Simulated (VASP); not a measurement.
# Pr2B (C2/m) in VASP: notebook, part 2 of 2

VASP 6.6.1. The steps go on from the part before.

## (3) Relaxation of cell and atoms, PBE

This run uses another cell than the first one, of 28.01 Å³/atom.

The input, INCAR:

```
SYSTEM = Pr2B
ALGO     = Normal         ! electronic algorithm
EDIFF    = 1E-7           ! SCF threshold, eV
EDIFFG   = -0.01          ! ionic threshold
ENCUT    = 500            ! plane-wave cutoff, eV
GGA      = PE             ! functional
GGA_COMPAT= .False.      
IBRION   = 2              ! ionic algorithm
ISIF     = 3              ! what is computed and relaxed
ISMEAR   = 0              ! smearing method
LASPH    = .True.         ! aspherical terms in the spheres
LCHARG   = .False.        ! write CHGCAR
LMAXMIX  = 6              ! l up to which the mixer works
LREAL    = .False.        ! projectors in reciprocal space
LWAVE    = .False.        ! write WAVECAR
NELM     = 200            ! most SCF steps
NELMIN   = 4            
NSW      = 100            ! ionic steps
PREC     = Accurate       ! precision mode
SIGMA    = 0.1            ! smearing width, eV
```

The input, KPOINTS:

```
k-points
0
Gamma
  10 10 6
  0 0 0
```

The input, POSCAR:

```
Pr2B
1.0
    2.9743191932     -2.0897452817      0.0000000000
    2.9743191932      2.0897452817      0.0000000000
   -1.2995005098      0.0000000000      6.7604152135
Pr B
2 1
Direct
    0.3106429394      0.3106429394      0.2701561370
    0.6893570606      0.6893570606      0.7298438630
    0.0000000000      0.0000000000      0.5000000000
```

Potentials or basis: VASP PAW PBE potentials, release 64 (Pr_3, B), 4f in core.

Run with:

```sh
cat potpaw_PBE.64/Pr_3/POTCAR potpaw_PBE.64/B/POTCAR > POTCAR
mpirun -np 1 vasp_std > vasp.out
```

OUTCAR:

```text
SYSTEM = Pr2B
   EDIFF = 1E-7
   EDIFFG = -0.01
   ENCUT = 500
   GGA = PE
   IBRION = 2
   ISIF = 3
   ISMEAR = 0
   LASPH = .True.
   LREAL = .False.
   NELM = 200
   NELMIN = 4
   NSW = 100
   PREC = Accurate

 ion  position               nearest neighbor table
   1  0.311  0.311  0.270-   3 2.65   3 2.73   3 2.73   2 3.52
   2  0.689  0.689  0.730-   3 2.65   3 2.73   3 2.73   1 3.52
   3  0.000  0.000  0.500-   1 2.65   2 2.65   2 2.73   2 2.73   1 2.73   1 2.73

  LATTYP: Found a base centered monoclinic cell.
 ALAT       =     5.9486383864
 B/A-ratio  =     0.7025961728
 C/A-ratio  =     1.1572696447
 COS(beta)  =    -0.1887662391

  Lattice vectors:

 A1 = (   2.9743191932,  -2.0897452817,   0.0000000000)
 A2 = (   2.9743191932,   2.0897452817,   0.0000000000)
 A3 = (  -1.2995005098,   0.0000000000,   6.7604152135)

[... 367 lines left out ...]
  ---------------------------------------------------
  ext. energy  EPLUGINS =         0.00000000
  ---------------------------------------------------
  free energy    TOTEN  =       -15.74302819 eV

  energy without entropy =      -15.72870643  energy(sigma->0) =      -15.73586731

 E-fermi :   3.1796     XC(G=0):  -9.5030

 val. band max:        3.1776723143   @ k =  -0.2000   0.5000   0.1667
 cond. band min:       3.1821985469   @ k =   0.4000   0.2000   0.3333
 fundamental gap:      0.0045262326
 Fermi energy:         3.1795851053

 k-point     1 :       0.0000    0.0000    0.0000
  band No.  band energies     occupation
      1     -32.8180      2.00000
      2     -32.7413      2.00000
      3     -15.2463      2.00000
      4     -14.4881      2.00000
      5     -14.4760      2.00000
      6     -14.4489      2.00000
[... 433 lines left out ...]
      3     -15.2025      2.00000
      4     -15.1023      2.00000
      5     -14.8418      2.00000
      6     -14.7666      2.00000
[... 8 lines left out ...]
     15       5.2794      0.00000
     16       5.9935      0.00000

 [... further k-points ...]
[... 5 lines left out ...]
  --------------------------------------------------------------------------------------
  -------------------------------------------------------------------------------------
  Total        0.0285930     -0.0037287      0.0026919      0.0000000      0.0000000     -0.0151922
  in kB        0.5458840     -0.0711863      0.0513930      0.0000000      0.0000000     -0.2900433
  external PRESSURE =       0.1753636 kB  Pullay stress =       0.0000000 kB
[... 18 lines left out ...]
  FREE ENERGIE OF THE ION-ELECTRON SYSTEM (eV)
  ---------------------------------------------------
  free  energy   TOTEN  =       -15.7430281912 eV

  energy  without entropy=      -15.7287064316  energy(sigma->0) =      -15.73586731

 reached required accuracy - stopping structural energy minimisation
```

It took 9.7 min on 1 thread of Intel Xeon 6975P-C (Granite Rapids), shared host; peak memory 0.35 GiB.

Results:

```yaml
Free_energy: -15.7430 eV
Relaxed_volume: 27.97 Å³/atom
Relaxed_cell: a = 3.635 Å, b = 3.635 Å, c = 6.863 Å, α = 99.18°, β = 99.18°, γ = 70.71°
Space_group_after_relaxing_to_0.1_Å: C2/m (No. 12)
Energy_gained_by_relaxing: 0.2 meV/atom
Ionic_steps: 10
Pressure_after_relaxing: 0.0 GPa
Largest_force_after_relaxing: 0.006 eV/Å
Band_gap_on_the_k_mesh: zero (an odd number of electrons rules out a gap without spin polarisation)
```

Forces in eV/Å, atoms in the order of the input:
```
Pr  -0.005  0.000 -0.001
Pr   0.005  0.000  0.001
B    0.000  0.000  0.000
```

Step by step:
```csv
step,energy change (eV),largest force (eV/Å),pressure (GPa),volume (Å³)
1,0.0000,0.0225,0.01,84.04
2,-0.0004,0.0067,0.01,84.06
3,-0.0005,0.0069,0.01,84.08
4,-0.0005,0.0088,0.01,84.09
5,-0.0006,0.0040,-0.03,84.12
6,-0.0006,0.0111,-0.08,84.16
7,-0.0007,0.0144,-0.02,84.03
8,-0.0007,0.0159,0.00,84.00
9,-0.0007,0.0133,0.00,83.98
10,-0.0007,0.0056,0.02,83.92
```

Final structure:
```
CELL_PARAMETERS angstrom
2.96440 -2.10303 -0.01032
2.96440 2.10303 -0.01032
-1.31853 0.00000 6.73525
ATOMIC_POSITIONS crystal
Pr 0.30990 0.30990 0.27009
Pr 0.69010 0.69010 0.72991
B 0.00000 0.00000 0.50000
```

Caveat: spin-orbit coupling is left out, which moves the levels of the heavy elements; the 4f electrons are frozen in the core, so they carry no moment and show no levels.

## (4) Relaxation of shape and atoms at fixed volume, PBE (28.83 Å³/atom)

This run uses another cell than the first one, of 28.83 Å³/atom.

The input, INCAR:

```
  PREC = Accurate
  ENCUT = 500
  EDIFF = 1E-7
  ISMEAR = 0
  SIGMA = 0.1
  LREAL = F
  LASPH = T
  NELM = 200
  ALGO = Normal
  ISIF = 4
  LWAVE = F
  LCHARG = F
  GGA = PE
  IBRION = 2
  NSW = 50
  EDIFFG = -0.01
  GGA_COMPAT = F
  NELMIN = 4
  LMAXMIX = 6
```

The input, KPOINTS:

```
regular mesh
0
Gamma
  10 10 6
```

The input, POSCAR:

```
Pr2B
1.0
    2.9989369146     -2.1199336021     -0.0302410142
    2.9989369146      2.1199336021     -0.0302410142
   -1.3789918283      0.0000000000      6.8155472802
Pr B
2 1
Direct
    0.3054439861      0.3054439861      0.2700511195
    0.6945560139      0.6945560139      0.7299488805
    0.0000000000      0.0000000000      0.5000000000
```

Run with:

```sh
cat potpaw_PBE.64/Pr_3/POTCAR potpaw_PBE.64/B/POTCAR > POTCAR
mpirun -np 1 vasp_std > vasp.out
```

It took 6.7 min on 1 thread of Intel Xeon 6975P-C (Granite Rapids), shared host; peak memory 0.35 GiB.

Results (log left out):

```yaml
Free_energy: -15.7368 eV
Energy_gained_by_relaxing: 1.5 meV/atom
Ionic_steps: 7
Pressure_after_relaxing: -0.8 GPa
Largest_force_after_relaxing: 0.005 eV/Å
Band_gap_on_the_k_mesh: zero (an odd number of electrons rules out a gap without spin polarisation)
```

Forces in eV/Å, atoms in the order of the input:
```
Pr  -0.005  0.000 -0.001
Pr   0.005  0.000  0.001
B    0.000  0.000  0.000
```

The path:
```tsv
step	energy change (eV)	largest force (eV/Å)	pressure (GPa)	volume (Å³)
1	0.0000	0.1713	-1.40	86.48
2	-0.0025	0.1034	-1.20	86.48
3	-0.0037	0.0106	-0.92	86.48
4	-0.0042	0.0019	-0.87	86.48
5	-0.0043	0.0151	-0.82	86.48
6	-0.0043	0.0116	-0.84	86.48
7	-0.0044	0.0049	-0.83	86.48
```

Final structure:
```
Pr B
1.0
     3.00594   -2.10686   -0.02577
     3.00594    2.10686   -0.02577
    -1.37185    0.00000    6.83967
Pr B
2 1
Direct
  0.30585 0.30585 0.27355
  0.69415 0.69415 0.72645
  0.00000 0.00000 0.50000
```

Levels at points of the mesh, in eV from the Fermi level:
| k point | band 10 | band 11 | band 12 | band 13 | band 14 | band 15 | band 16 |
| --- | --- | --- | --- | --- | --- | --- | --- |
| (0.00, 0.00, 0.00) | -2.58 | -0.97 | -0.93 | 0.53 | 0.79 | 1.07 | 3.03 |
| (0.50, 0.00, 0.00) | -2.05 | -0.80 | -0.68 | 0.31 | 0.51 | 0.56 | 3.11 |
| (0.50, 0.50, 0.00) | -2.45 | -1.26 | -1.03 | -0.77 | 0.97 | 2.82 | 4.21 |
| (0.00, 0.00, 0.50) | -3.01 | -0.93 | -0.40 | 0.52 | 0.57 | 0.60 | 2.83 |
| (0.50, 0.00, 0.50) | -2.29 | -0.79 | -0.49 | 0.23 | 0.33 | 1.25 | 2.94 |
| (0.50, 0.50, 0.50) | -2.21 | -1.46 | -1.01 | 0.00 | 1.01 | 1.41 | 2.35 |

Caveat: spin-orbit coupling is left out, which moves the levels of the heavy elements; the 4f electrons are frozen in the core, so they carry no moment and show no levels. Spin polarisation is off, so any magnetic state and its effect on volume and gap are missing.

## (5) Overview

| task | cell | gap on the mesh (eV) | pressure (GPa) | largest force (eV/Å) |
| --- | --- | --- | --- | --- |
| single point | a = 3.496, b = 3.496, c = 6.453 Å, angles 99.6, 99.6, 73.2°, 3 atoms, atomic positions A | none | 4.8 | 0.02 |
| relaxation of cell and atoms | relaxed from a = 3.635, b = 3.635, c = 6.884 Å, angles 98.9, 98.9, 70.2°, 3 atoms, atomic positions B | none | 0.0 | 0.01 |
| relaxation of shape and atoms at fixed volume | relaxed from a = 3.673, b = 3.673, c = 6.954 Å, angles 99.8, 99.8, 70.5°, 3 atoms, atomic positions C | none | -0.8 | - |

Alike in all rows: level PBE; potentials or basis VASP PAW PBE potentials, release 64 (Pr_3, B), 4f in core; no spin polarisation; k mesh 10 × 10 × 6; cutoff (eV) 500; smearing gaussian 0.1 eV.

Caveats: spin-orbit coupling is left out, which moves the levels of the heavy elements; the 4f electrons are frozen in the core, so they carry no moment and show no levels; the cell stands under pressure (at least some runs).

Total energies depend on the potentials used, so only differences within one code and one set of settings carry meaning.
